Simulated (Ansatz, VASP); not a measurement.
# KMgF3 in VASP and in Ansatz

INCAR

```
SYSTEM = KMgF3
ALGO = Normal
EDIFF = 1E-6
ENCUT = 520
GGA = PE
ISIF = 2
ISMEAR = 0
LASPH = .TRUE.
LCHARG = .TRUE.
LELF = .TRUE.
LREAL = .FALSE.
LVHAR = .TRUE.
LWAVE = .FALSE.
NBANDS = 24
NELM = 100
PREC = Accurate
SIGMA = 0.05
```

KPOINTS

```
k-points
0
G
  6 6 6
  0 0 0
```

Contents of POSCAR:

```
KMgF3
1.0
    3.6521220377      0.0000000000      0.0000000000
    0.0000000000      3.6521220377      0.0000000000
    0.0000000000      0.0000000000      4.7477586490
K Mg F
1 1 3
Direct
    0.5000000000      0.5000000000      0.5000000000
    0.0000000000      0.0000000000      0.0000000000
    0.5000000000      0.0000000000      0.0000000000
    0.0000000000      0.5000000000      0.0000000000
    0.0000000000      0.0000000000      0.5000000000
```

Input for Ansatz:

```yaml
crystal:
  lattice:
    - [3.6521220377, 0.0, 0.0]
    - [0.0, 3.6521220377, 0.0]
    - [0.0, 0.0, 4.747758649]
  atoms:
    - { symbol: K, position: [0.5, 0.5, 0.5] }
    - { symbol: Mg, position: [0.0, 0.0, 0.0] }
    - { symbol: F, position: [0.5, 0.0, 0.0] }
    - { symbol: F, position: [0.0, 0.5, 0.0] }
    - { symbol: F, position: [0.0, 0.0, 0.5] }
basis:
  ecutwfc: 420
kpoints:
  mp_grid: { grid: [6, 6, 6] }
hamiltonian:
  xc: pbe
scf:
  occupations: { method: gaussian, width: 0.05 }
output:
  forces: true
  stress: true
  eigenvalues: true
```

Alike in both runs: task single point; functional PBE; k mesh 6 × 6 × 6; occupations gaussian, width 0.05 eV; no spin polarisation.

```csv
,VASP,Ansatz
version,VASP 6.6.1,Ansatz 0.2.0
potentials or method,"VASP PAW PBE potentials, release 64 (K_sv, Mg, F), cutoff 520 eV","scalar-relativistic, plane waves, PAW"
valence electrons in the cell,32,40
```

```csv
,VASP,Ansatz,Ansatz less VASP
gap on the k mesh at the Fermi level (eV),6.91,6.94,+0.031
least direct gap on the mesh (eV),7.24,7.27,+0.028
pressure (GPa),11.4,11.7,+0.26
"traceless stress, the component that is largest in VASP (GPa)",-16.14,-16.00,+0.139
```

VASP's potentials hold 32 valence electrons a cell and Ansatz's 40, so a difference there can come from the potentials and not from the codes.
